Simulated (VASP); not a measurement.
# Si64N (a cell with a defect) in VASP: single point with PBEsol

Aim: the single point of Si64N (a cell with a defect) with PBEsol.

Everything below comes from runs of VASP 6.6.1. Logs are shortened: lines on timing, memory, paths and dates and some standing lists are left out, and cuts for length are marked.

**1. The cell of the first run**

The cell holds a defect, 65 atoms: a = 10.866 Å, b = 10.866 Å, c = 10.866 Å, α = 90.00°, β = 90.00°, γ = 90.00°.

**2. Single point, PBEsol**

The input, INCAR:

```
ALGO     = Normal         # electronic algorithm
EDIFF    = 1E-6           # SCF threshold, eV
ENCUT    = 520            # plane-wave cutoff, eV
GGA      = PS             # functional
ISIF     = 2              # what is computed and relaxed
ISMEAR   = -1             # smearing method
ISYM     = 0            
LASPH    = True           # aspherical terms in the spheres
LCHARG   = False          # write CHGCAR
LREAL    = Auto         
LWAVE    = False          # write WAVECAR
NBANDS   = 168            # bands
NELECT   = 260.0        
NELM     = 100            # most SCF steps
PREC     = Accurate       # precision mode
SIGMA    = 0.05           # smearing width, eV
```

The input, KPOINTS:

```
Automatic mesh
0
Gamma
  1 1 1
  0.25 0.25 0.25
```

The input, POSCAR:

```
Si64N
1.0
   10.8655790000      0.0000000000      0.0000000000
    0.0000000000     10.8655790000      0.0000000000
    0.0000000000      0.0000000000     10.8655790000
Si N
64 1
Direct
    0.0045340000      0.0046100000      0.0042420000
    0.0009790000      0.0011070000      0.4972520000
    0.0009720000      0.4976340000      0.0007240000
    0.9904580000      0.5083270000      0.5079690000
    0.4975410000      0.0011080000      0.0007260000
    0.5082590000      0.9905190000      0.5079780000
    0.5082600000      0.5083340000      0.9901690000
    0.5050000000      0.5050690000      0.5046690000
    0.1298320000      0.1299160000      0.1295380000
    0.1285130000      0.1286230000      0.6151900000
    0.1284710000      0.6155900000      0.1282330000
    0.1262010000      0.6273940000      0.6270120000
    0.6155240000      0.1285730000      0.1282090000
    0.6272940000      0.1262830000      0.6270330000
    0.6273070000      0.6274240000      0.1258940000
    0.6292250000      0.6293110000      0.6289460000
    0.2502300000      0.2503790000      0.9961390000
    0.2670340000      0.2671440000      0.4743780000
    0.2509560000      0.7461660000      0.0023400000
    0.2508250000      0.7494000000      0.4997620000
    0.7460420000      0.2510590000      0.0023070000
    0.7492470000      0.2509510000      0.4997480000
    0.7525520000      0.7526750000      0.0016540000
    0.7525260000      0.7526180000      0.5017090000
    0.3816010000      0.3817190000      0.1029570000
    0.3773480000      0.3774770000      0.6243260000
    0.3755220000      0.8729350000      0.1249660000
    0.3754200000      0.8720680000      0.6271900000
    0.8727630000      0.3756480000      0.1249520000
    0.8719530000      0.3755100000      0.6271760000
    0.8775600000      0.8776460000      0.1252850000
    0.8775990000      0.8777160000      0.6266050000
    0.2502260000      0.9965140000      0.2500050000
    0.2509670000      0.0027140000      0.7457800000
    0.2670390000      0.4747380000      0.2667760000
    0.2508350000      0.5001350000      0.7490220000
    0.7460370000      0.0026750000      0.2506870000
    0.7525410000      0.0020310000      0.7522910000
    0.7492370000      0.5001200000      0.2505760000
    0.7525330000      0.5020690000      0.7522450000
    0.3816010000      0.1033080000      0.3813720000
    0.3755120000      0.1253460000      0.8725570000
    0.3773240000      0.6247080000      0.3770940000
    0.3754270000      0.6275520000      0.8717100000
    0.8727550000      0.1253240000      0.3752650000
    0.8775600000      0.1256650000      0.8772730000
    0.8719410000      0.6275380000      0.3751540000
    0.8775950000      0.6269830000      0.8773320000
    0.9963670000      0.2503100000      0.2499420000
    0.0025910000      0.2510510000      0.7457510000
    0.0025760000      0.7461290000      0.2506850000
    0.0019230000      0.7526380000      0.7522670000
    0.4745700000      0.2671000000      0.2667590000
    0.4999990000      0.2509360000      0.7489810000
    0.4999950000      0.7493560000      0.2505610000
    0.5019520000      0.7526190000      0.7522550000
    0.1031980000      0.3816900000      0.3813100000
    0.1251940000      0.3756240000      0.8725100000
    0.1251890000      0.8728770000      0.3752420000
    0.1255960000      0.8776300000      0.8772580000
    0.6245720000      0.3774050000      0.3770350000
    0.6274540000      0.3755110000      0.8716560000
    0.6274560000      0.8720250000      0.3751350000
    0.6268580000      0.8777050000      0.8773310000
    0.3201350000      0.3202970000      0.3199270000
```

Potentials or basis: VASP PAW PBE potentials, release 64 (Si, N).

Run with:

```sh
$ cat potpaw_PBE.64/Si/POTCAR potpaw_PBE.64/N/POTCAR > POTCAR
$ mpirun -np 1 vasp_std > vasp.out
```

OUTCAR:

```text
EDIFF = 1E-6
   ENCUT = 520
   GGA = PS
   ISIF = 2
   ISMEAR = -1
   ISYM = 0
   LASPH = True
   LREAL = Auto
   NELECT = 260.0
   NELM = 100
   PREC = Accurate

 ion  position               nearest neighbor table
   1  0.005  0.005  0.004-  31 2.35  46 2.35  60 2.35   9 2.36
   2  0.001  0.001  0.497-  10 2.34  45 2.35  59 2.35  32 2.36
   3  0.001  0.498  0.001-  11 2.34  29 2.35  58 2.35  48 2.36
   4  0.990  0.508  0.508-  57 2.30  30 2.33  47 2.33  12 2.35
   5  0.498  0.001  0.001-  13 2.34  27 2.35  42 2.35  64 2.36
   6  0.508  0.991  0.508-  41 2.30  28 2.33  63 2.33  14 2.35
[... 9 lines left out ...]
  16  0.629  0.629  0.629-   8 2.34  24 2.35  40 2.35  56 2.35
  17  0.250  0.250  0.996-  25 2.33  42 2.35  58 2.35   9 2.35
  18  0.267  0.267  0.474-  65 1.87  26 2.35  41 2.40  57 2.40  10 2.62
  19  0.251  0.746  0.002-  27 2.35  44 2.35  11 2.38  60 2.40
  20  0.251  0.749  0.500-  59 2.34  43 2.35  12 2.35  28 2.35
  21  0.746  0.251  0.002-  62 2.35  29 2.35  13 2.38  46 2.40
  22  0.749  0.251  0.500-  45 2.34  61 2.35  14 2.35  30 2.35
  23  0.753  0.753  0.002-  31 2.34  15 2.35  64 2.35  48 2.35
  24  0.753  0.753  0.502-  47 2.33  63 2.33  16 2.35  32 2.35
[... 8 lines left out ...]
  33  0.250  0.997  0.250-  41 2.33  59 2.35  27 2.35   9 2.35
  34  0.251  0.003  0.746-  28 2.35  42 2.35  10 2.38  60 2.40
  35  0.267  0.475  0.267-  65 1.87  43 2.35  25 2.40  57 2.40  11 2.62
  36  0.251  0.500  0.749-  58 2.34  26 2.35  12 2.35  44 2.35
  37  0.746  0.003  0.251-  63 2.35  45 2.35  13 2.38  31 2.40
  38  0.753  0.002  0.752-  46 2.34  14 2.35  64 2.35  32 2.35
  39  0.749  0.500  0.251-  29 2.34  61 2.35  15 2.35  47 2.35
  40  0.753  0.502  0.752-  30 2.33  62 2.33  16 2.35  48 2.35
  41  0.382  0.103  0.381-   6 2.30  33 2.33  53 2.40  18 2.40
[... 9 lines left out ...]
  51  0.003  0.746  0.251-  59 2.35  47 2.35  11 2.38  31 2.40
  52  0.002  0.753  0.752-  60 2.34  12 2.35  48 2.35  32 2.35
  53  0.475  0.267  0.267-  65 1.87  61 2.35  41 2.40  25 2.40  13 2.62
  54  0.500  0.251  0.749-  42 2.34  26 2.35  14 2.35  62 2.35
  55  0.500  0.749  0.251-  27 2.34  43 2.35  15 2.35  63 2.35
  56  0.502  0.753  0.752-  28 2.33  44 2.33  16 2.35  64 2.35
  57  0.103  0.382  0.381-   4 2.30  49 2.33  35 2.40  18 2.40
  58  0.125  0.376  0.873-  36 2.34  17 2.35  50 2.35   3 2.35
  59  0.125  0.873  0.375-  20 2.34  33 2.35  51 2.35   2 2.35
  60  0.126  0.878  0.877-  52 2.34   1 2.35  19 2.40  34 2.40
  61  0.625  0.377  0.377-  39 2.35  22 2.35  53 2.35   8 2.35
  62  0.627  0.376  0.872-   7 2.33  40 2.33  21 2.35  54 2.35
  63  0.627  0.872  0.375-   6 2.33  24 2.33  37 2.35  55 2.35
  64  0.627  0.878  0.877-  23 2.35  38 2.35  56 2.35   5 2.36
  65  0.320  0.320  0.320-  35 1.87  18 1.87  53 1.87

IMPORTANT INFORMATION: All symmetrisations will be switched off!
NOSYMM: (Re-)initialisation of all symmetry stuff for point group C_1.

----------------------------------------------------------------------------------------

                                     Primitive cell

  volume of cell :    1282.7990

  direct lattice vectors                    reciprocal lattice vectors
    10.865579000  0.000000000  0.000000000     0.092033752  0.000000000  0.000000000
     0.000000000 10.865579000  0.000000000     0.000000000  0.092033752  0.000000000
     0.000000000  0.000000000 10.865579000     0.000000000  0.000000000  0.092033752

  length of vectors
    10.865579000 10.865579000 10.865579000     0.092033752  0.092033752  0.092033752

  position of ions in fractional coordinates (direct lattice)
     0.004534000  0.004610000  0.004242000
     0.000979000  0.001107000  0.497252000
     0.000972000  0.497634000  0.000724000
     0.990458000  0.508327000  0.507969000
     0.497541000  0.001108000  0.000726000
     0.508259000  0.990519000  0.507978000
[... 57 lines left out ...]
     0.626858000  0.877705000  0.877331000
     0.320135000  0.320297000  0.319927000

  ion indices of the primitive-cell ions
   primitive index   ion index
                 1           1
                 2           2
                 3           3
                 4           4
                 5           5
                 6           6
[... 57 lines left out ...]
                64          64
                65          65

----------------------------------------------------------------------------------------

 KPOINTS: Automatic mesh

Automatic generation of k-mesh.
 Grid dimensions read from file:
 generate k-points for:    1    1    1

 Generating k-lattice:

  Cartesian coordinates                     Fractional coordinates (reciprocal lattice)
     0.092033752  0.000000000  0.000000000     1.000000000  0.000000000  0.000000000
     0.000000000  0.092033752  0.000000000     0.000000000  1.000000000  0.000000000
     0.000000000  0.000000000  0.092033752     0.000000000  0.000000000  1.000000000

  Length of vectors
     0.092033752  0.092033752  0.092033752

  Shift w.r.t. Gamma in fractional coordinates (k-lattice)
     0.250000000  0.250000000  0.250000000

 Subroutine IBZKPT returns following result:
 ===========================================

 Found      4 irreducible k-points:

 Following reciprocal coordinates:
            Coordinates               Weight
  0.250000  0.250000  0.250000      2.000000
 -0.250000  0.250000  0.250000      2.000000
 -0.250000 -0.250000  0.250000      2.000000
  0.250000 -0.250000  0.250000      2.000000
   k-points           NKPTS =      4   k-points in BZ     NKDIM =      4   number of bands    NBANDS=    168
   number of dos      NEDOS =    301   number of ions     NIONS =     65
   total plane-waves  NPLWV = 592704
   dimension x,y,z NGX =    84 NGY =   84 NGZ =   84
   dimension x,y,z NGXF=   168 NGYF=  168 NGZF=  168
   ions per type =              64   1
   NGX,Y,Z   is equivalent  to a cutoff of  12.85, 12.85, 12.85 a.u.
   NGXF,Y,Z  is equivalent  to a cutoff of  25.70, 25.70, 25.70 a.u.
 SYSTEM =  unknown system
   PREC   = accura    normal or accurate (medium, high low for compatibility)
   ISTART =      0    job   : 0-new  1-cont  2-samecut
   ICHARG =      2    charge: 1-file 2-atom 10-const
   ISPIN  =      1    spin polarized calculation?
   LNONCOLLINEAR =      F non collinear calculations
   LSORBIT =      F    spin-orbit coupling
   LASPH  =      T    aspherical Exc in radial PAW
   ENCUT  =  520.0 eV  38.22 Ry    6.18 a.u.  20.20 20.20 20.20*2*pi/ulx,y,z
   NELM   =    100;   NELMIN=  2; NELMDL= -5     # of ELM steps
   EDIFF  = 0.1E-05   stopping-criterion for ELM
   LREAL  =      T    real-space projection
   EDIFFG = 0.1E-04   stopping-criterion for IOM
   NSW    =      0    number of steps for IOM
   IBRION =     -1    ionic relax: 0-MD 1-quasi-New 2-CG
   NFREE  =      0    steps in history (QN), initial steepest desc. (CG)
   ISIF   =      2    stress and relaxation
   ISYM   =      0    0-nonsym 1-usesym 2-fastsym
   POTIM  = 0.5000    time-step for ionic-motion
   TEBEG  =    0.0;   TEEND  =   0.0 temperature during run
   PSTRESS=    0.0 pullay stress
   NELECT =     260.0000    total number of electrons
   NUPDOWN=      -1.0000    fix difference up-down
   EMIN   =  10.00;   EMAX   =-10.00  energy-range for DOS
   EFERMI =   0.00;   METHOD = LEGACY
   ISMEAR =    -1;   SIGMA  =   0.05  broadening in eV -4-tet -1-fermi 0-gaus
   EFERMI_NEDOS =   21; number of points for ismear=-14 and -15
   IALGO  =     38    algorithm
   IMIX   =      4    mixing-type and parameters
     AMIX     =   0.40;   BMIX     =  1.00
     AMIX_MAG =   1.60;   BMIX_MAG =  1.00
  volume/ion in A,a.u.               =      19.74       133.18
  Fermi-wavevector in a.u.,A,eV,Ry     =   0.961641  1.817238 12.582040  0.924754
  Thomas-Fermi vector in A             =   2.091031
   LORBIT       =      0    0 simple, 1 ext, 2 COOP (PROOUT), +10 PAW based schemes
   GGA     = PS    functional components
   LHFCALC =     F    Hartree Fock is set to
   AEXX    =    0.0000 exact exchange contribution
   IVDW    =     0    specifies the selected vdW correction
   LEPSILON=     F    determine dielectric tensor
   LRPA    =     F    only Hartree local field effects (RPA)
 non-spin polarized calculation
  energy-cutoff  :      520.00
  volume of cell :     1282.80
 maximum number of plane-waves:     34484
 NGX is ok and might be reduce to    84
   NGX = 41   NGY = 41   NGZ = 41

 number of electron     260.0000004 magnetization

 Free energy of the ion-electron system (eV)
  ---------------------------------------------------
  ext. energy  EPLUGINS =         0.00000000
  ---------------------------------------------------
  free energy    TOTEN  =      -379.16820337 eV

  energy without entropy =     -379.11956190  energy(sigma->0) =     -379.14388263

 E-fermi :   5.6871     XC(G=0):  -9.5765

 val. band max:        5.5614934715   @ k =  -0.2500   0.2500   0.2500
 cond. band min:       5.8034135258   @ k =  -0.2500   0.2500   0.2500
 fundamental gap:      0.2419200542
 Fermi energy:         5.6871436349

 k-point     1 :       0.2500    0.2500    0.2500
  band No.  band energies     occupation
      1     -10.4407      2.00000
      2      -5.9018      2.00000
      3      -5.4469      2.00000
      4      -5.4469      2.00000
      5      -5.2888      2.00000
      6      -4.9421      2.00000
[... 569 lines left out ...]
    141       7.5863      0.00000
    142       7.6224      0.00000
 [bands above 142 left out]

------------------------ aborting loop because EDIFF is reached ----------------------------------------

  FORCE on cell =-STRESS in cart. coord.  units (eV):
  Direction    XX          YY          ZZ          XY          YZ          ZX
  --------------------------------------------------------------------------------------
  -------------------------------------------------------------------------------------
  Total       -7.0666958     -7.0694774     -7.0688376      0.9931465      0.9831125      0.9908328
  in kB       -8.8260901     -8.8295642     -8.8287651      1.2404100      1.2278779      1.2375204
  external PRESSURE =      -8.8281398 kB  Pullay stress =       0.0000000 kB

 VOLUME and BASIS-vectors are now :
 -----------------------------------------------------------------------------
  energy-cutoff  :      520.00
  volume of cell :     1282.80
      direct lattice vectors                 reciprocal lattice vectors
    10.865579000  0.000000000  0.000000000     0.092033752  0.000000000  0.000000000
     0.000000000 10.865579000  0.000000000     0.000000000  0.092033752  0.000000000
     0.000000000  0.000000000 10.865579000     0.000000000  0.000000000  0.092033752

 POSITION                                       TOTAL-FORCE (eV/Angst)
 -----------------------------------------------------------------------------------
      0.04926      0.05009      0.04609        -0.048098     -0.049671     -0.051664
      0.01064      0.01203      5.40293        -0.012789     -0.014807      0.015065
      0.01056      5.40708      0.00787        -0.013482      0.016081     -0.014990
     10.76190      5.52327      5.51938         0.055498     -0.008406     -0.010153
      5.40607      0.01204      0.00789         0.013721     -0.014495     -0.015021
      5.52253     10.76256      5.51948        -0.009206      0.057150     -0.011421
[... 57 lines left out ...]
      6.81118      9.53677      9.53271        -0.002013      0.016868      0.016619
      3.47845      3.48021      3.47619        -0.104469     -0.104564     -0.103999
 -----------------------------------------------------------------------------------
    total drift:                               -0.017907     -0.012805     -0.010387

  FREE ENERGIE OF THE ION-ELECTRON SYSTEM (eV)
  ---------------------------------------------------
  free  energy   TOTEN  =      -379.1682033716 eV

  energy  without entropy=     -379.1195618964  energy(sigma->0) =     -379.14388263
```

Run time: 55 min. Hardware: 1 thread of Intel Xeon 8259CL, shared host; peak memory 1.4 GiB.

What came out:

```
Free energy   : -379.1682 eV
Largest force : 0.374 eV/Å
```

Forces in eV/Å, atoms in the order of the input:
```
Si  -0.048 -0.050 -0.052
Si  -0.013 -0.015  0.015
Si  -0.013  0.016 -0.015
Si   0.055 -0.008 -0.010
Si   0.014 -0.014 -0.015
Si  -0.009  0.057 -0.011
Si  -0.010 -0.010  0.055
Si   0.019  0.021  0.023
Si   0.018  0.019  0.020
Si   0.154  0.152 -0.140
Si   0.157 -0.141  0.152
Si  -0.067  0.014  0.017
Si  -0.142  0.158  0.155
Si   0.013 -0.065  0.014
Si   0.012  0.011 -0.062
Si  -0.006 -0.004 -0.005
Si  -0.003 -0.004 -0.020
Si  -0.204 -0.203  0.236
Si  -0.073  0.040 -0.037
Si   0.028  0.002  0.014
Si   0.043 -0.074 -0.038
Si   0.003  0.025  0.015
Si  -0.003 -0.004 -0.009
Si   0.021  0.021  0.039
Si   0.105  0.104 -0.023
Si   0.018  0.017 -0.032
Si  -0.007 -0.013 -0.034
Si  -0.061  0.009  0.005
Si  -0.010 -0.008 -0.034
Si   0.009 -0.060  0.004
Si  -0.006 -0.004  0.139
Si   0.017  0.016 -0.002
Si  -0.002 -0.020 -0.003
Si  -0.075 -0.039  0.042
Si  -0.204  0.236 -0.204
Si   0.026  0.015  0.002
Si   0.043 -0.039 -0.074
Si  -0.003 -0.007 -0.004
Si   0.001  0.017  0.025
Si   0.020  0.040  0.020
Si   0.103 -0.022  0.103
Si  -0.004 -0.033 -0.012
Si   0.019 -0.033  0.018
Si  -0.064  0.005  0.008
Si  -0.009 -0.034 -0.007
Si  -0.005  0.137 -0.004
Si   0.008  0.003 -0.061
Si   0.017 -0.002  0.017
Si  -0.019  0.000 -0.001
Si  -0.039 -0.075  0.043
Si  -0.040  0.041 -0.073
Si  -0.006 -0.003 -0.005
Si   0.238 -0.203 -0.204
Si   0.016  0.026  0.004
Si   0.016  0.002  0.026
Si   0.041  0.019  0.018
Si  -0.023  0.103  0.101
Si  -0.033 -0.005 -0.009
Si  -0.033 -0.009 -0.004
Si   0.134 -0.004 -0.004
Si  -0.034  0.018  0.020
Si   0.003 -0.062  0.008
Si   0.002  0.008 -0.060
Si  -0.002  0.017  0.017
N   -0.104 -0.105 -0.104
```

Caveat: the cell carries a net charge on a neutralising background, which shifts energy and pressure; the cell is charged against a uniform background, so pressure and absolute levels hang on convention; the PAW data sets were made with another functional, which shifts forces and pressure a little.
